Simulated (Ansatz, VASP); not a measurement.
**Two plane-wave programs on NiO**

File POSCAR:

```
NiO
1.0
    0.0000000000      2.0839534090      2.0839534090
    2.0839534090      0.0000000000      2.0839534090
    4.1574793953      2.0735259863     -2.0735259863
Ni O
2 2
Direct
    0.0000000000      0.0000000000      0.0000000000
    0.5000000000      0.0000000000      0.5000000000
    0.7499999999      0.5000000001      0.2499999998
    1.2500000001      0.4999999999      0.7500000002
```

File INCAR.step1:

```
SYSTEM = NiO
ALGO = Normal
EDIFF = 1E-4
ENCUT = 520
GGA = PE
ISMEAR = 0
ISPIN = 2
LASPH = .True.
LCHARG = .False.
LMAXMIX = 4
LREAL = .False.
LWAVE = .True.
MAGMOM = 1.73 -1.73 0 0
NBANDS = 28
NELM = 150
PREC = Accurate
SIGMA = 0.05
```

INCAR.step2

```
SYSTEM = NiO
ALGO = Normal
EDIFF = 1E-6
ENCUT = 520
ISIF = 2
ISMEAR = 0
ISPIN = 2
ISTART = 1
LASPH = .True.
LCHARG = .False.
LMAXMIX = 4
LMIXTAU = .True.
LORBIT = 11
LREAL = .False.
LWAVE = .False.
MAGMOM = 1.73 -1.73 0 0
METAGGA = R2SCAN
NBANDS = 28
NELM = 150
PREC = Accurate
SIGMA = 0.05
```

The input KPOINTS:

```
k-points
0
Gamma
  10 10 10
  0 0 0
```

Input for Ansatz:

```yaml
crystal:
  lattice:
    - [0.0, 2.083953409, 2.083953409]
    - [2.083953409, 0.0, 2.083953409]
    - [4.1574793953, 2.0735259863, -2.0735259863]
  atoms:
    - { symbol: Ni, position: [0.0, 0.0, 0.0], spin: 1.73 }
    - { symbol: O, position: [0.7499999999, 0.5000000001, 0.2499999998] }
    - { symbol: Ni, position: [0.5, 0.0, 0.5], spin: -1.73 }
    - { symbol: O, position: [1.2500000001, 0.4999999999, 0.7500000002] }
basis:
  ecutwfc: 500
  ecutrho_ratio: 4
kpoints:
  mp_grid: { grid: [10, 10, 10] }
  band_path:
    path:
      - [[0.0, 0.0, 0.0], [0.0, 0.0, -1.0], [-0.249371, 0.249371, -0.750629]]
      - [[-0.501258, 0.249371, 0.0], [0.0, 0.5, 0.0], [0.0, 0.0, 0.0], [-0.3753145, 0.3753145, 0.3753145]]
      - [[-0.3753145, 0.249371, -0.3753145], [-0.5, 0.0, -0.5], [0.0, 0.0, 0.0]]
    npoints: 14
hamiltonian:
  xc: r2scan
scf:
  occupations: { method: gaussian, width: 0.05 }
  n_extra_bands: 18
output:
  forces: true
  stress: true
  eigenvalues: true
  populations: true
  dos: { projected: true, de: 0.02, nscf_kmesh: { grid: [15, 15, 15] } }
  bader: true
magnetization:
  spin_polarized: true
checkpoint:
  read: start.run
  write: ck
  compress: false
  write_wavefunctions: false
  write_every: 100000
```

Alike in both runs: task single point; functional r2SCAN; k mesh 10 × 10 × 10; occupations gaussian, width 0.05 eV; collinear spin.

|  | VASP | Ansatz |
| --- | --- | --- |
| version | VASP 6.6.1 | Ansatz 0.2.0 |
| potentials or method | VASP PAW PBE potentials, release 64 (Ni, O), cutoff 520 eV | scalar-relativistic, plane waves, PAW |
| valence electrons in the cell | 32 | 48 |

|  | VASP | Ansatz | Ansatz less VASP |
| --- | --- | --- | --- |
| gap on the k mesh at the Fermi level (eV) | 2.31 | 2.39 | +0.074 |
| least direct gap on the mesh (eV) | 2.56 | 2.61 | +0.053 |
| pressure (GPa) | 0.1 | 0.0 | -0.07 |
| net moment per atom (μB) | 0.00 | 0.00 | 0.000 |
| size of the moment on the site where the two differ most (μB) | 1.56 | 1.57 | +0.016 |

VASP's potentials were made for PBE, not for r2SCAN. Site moments also hang on the region over which each program counts them. With one functional, cell and mesh, what is left measures potentials, basis and numerics. VASP's potentials hold 32 valence electrons a cell and Ansatz's 48, so a difference there can come from the potentials and not from the codes. Ansatz's warnings: stability check not made.
